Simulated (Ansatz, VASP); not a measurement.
**One calculation of Pt, two programs**

Contents of INCAR:

```
SYSTEM = Pt
  PREC = Accurate
  ENCUT = 520
  EDIFF = 1E-6
  ISMEAR = 0
  SIGMA = 0.15
  LREAL = .FALSE.
  LASPH = .TRUE.
  NELM = 100
  ALGO = Normal
  ISIF = 2
  LWAVE = .FALSE.
  LCHARG = .TRUE.
  LELF = .TRUE.
  LVHAR = .TRUE.
  NBANDS = 11
```

Contents of KPOINTS:

```
regular mesh
0
G
  20 20 20
  0 0 0
```

POSCAR

```
Pt
1.0
    0.1946767288      2.0635733257      2.0635733257
    2.0635733257      0.1946767288      2.0635733257
    2.0635733257      2.0635733257      0.1946767288
Pt
1
Direct
    0.0000000000      0.0000000000      0.0000000000
```

Input for Ansatz:

```yaml
crystal:
  lattice:
    - [0.1946767288, 2.0635733257, 2.0635733257]
    - [2.0635733257, 0.1946767288, 2.0635733257]
    - [2.0635733257, 2.0635733257, 0.1946767288]
  atoms:
    - { symbol: Pt, position: [0.0, 0.0, 0.0] }
basis:
  ecutwfc: 420
kpoints:
  mp_grid: { grid: [20, 20, 20] }
hamiltonian:
  xc: lda
  pseudopotentials: { kind: paw, azcp: { folder: soft_1 } }
scf:
  occupations: { method: gaussian, width: 0.15 }
output:
  forces: true
  stress: true
  eigenvalues: true
```

Change from the starting cell: equal engineering shear yz, xz and xy +0.1000, equal normal strain along x, y and z +0.0100.

Alike in both runs: task single point; functional LDA; k mesh 20 × 20 × 20; occupations gaussian, width 0.15 eV; no spin polarisation.

|  | VASP | Ansatz |
| --- | --- | --- |
| version | VASP 6.6.1 | Ansatz 0.2.0 |
| potentials or method | VASP PAW LDA potentials, release 64 (Pt), cutoff 520 eV | scalar-relativistic, plane waves, PAW |
| valence electrons in the cell | 10 | 18 |

Ansatz gave:

| Item | Value |
| --- | --- |
| gap on the k mesh at the Fermi level (eV) | none |
| pressure (GPa) | 0.6 |
| traceless stress, the component that is largest in VASP (GPa) | -9.05 |

**Question.** Estimate VASP's values.

**Answer.** gap on the k mesh at the Fermi level (eV): none; pressure (GPa): 1.3; traceless stress, the component that is largest in VASP (GPa): -9.29.

Ansatz warns that its potentials were made for another functional, while VASP's fit it. LDA's correlation is that of Perdew and Zunger in VASP and of Perdew and Wang (1992) in Ansatz. A gap of «none» marks a metal or a gap that the smearing closes. VASP's potentials hold 10 valence electrons a cell and Ansatz's 18, so a difference there can come from the potentials and not from the codes.

Neither program's run includes spin-orbit coupling.
